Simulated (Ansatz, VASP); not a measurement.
# One calculation of Be7S, two programs

```xyz
8
Lattice="4.2998 0.0000 0.0000 -2.1499 3.7237 0.0000 0.0000 0.0000 5.8792" Properties=species:S:1:pos:R:3 pbc="T T T"
Be    1.0604    1.8702    4.2255
Be    0.0000    3.7069    4.2255
Be   -1.0604    1.8702    4.2255
Be    1.0604    1.8702    1.6537
Be    0.0000    3.7069    1.6537
Be   -1.0604    1.8702    1.6537
Be    2.1499    1.2412    0.0000
S     0.0000    0.0000    2.9396
```

Alike in both runs: functional PBE; k mesh 5 × 5 × 3; occupations gaussian, width 0.2 eV; no spin polarisation.

Ansatz relaxed the structure, and its values are those at the end. VASP's run is a single point on that final structure, the one shown.

|  | VASP | Ansatz |
| --- | --- | --- |
| version | VASP 6.6.1 | Ansatz 0.2.0 |
| potentials or method | VASP PAW PBE potentials, release 64 (Be, S), cutoff 600 eV | scalar-relativistic, plane waves, PAW |
| valence electrons in the cell | 20 | 20 |

VASP gave:

```
gap on the k mesh at the Fermi level (eV) : none
pressure (GPa)                            : 0.2
rms of the force components (eV/Å)        : 0.008
```

Task: What did Ansatz give for the same quantities?

Result: gap on the k mesh at the Fermi level (eV): none; pressure (GPa): 0.1; rms of the force components (eV/Å): 0.007.

A gap of «none» marks a metal or a gap that the smearing closes. With one functional, cell and mesh, what is left measures potentials, basis and numerics.
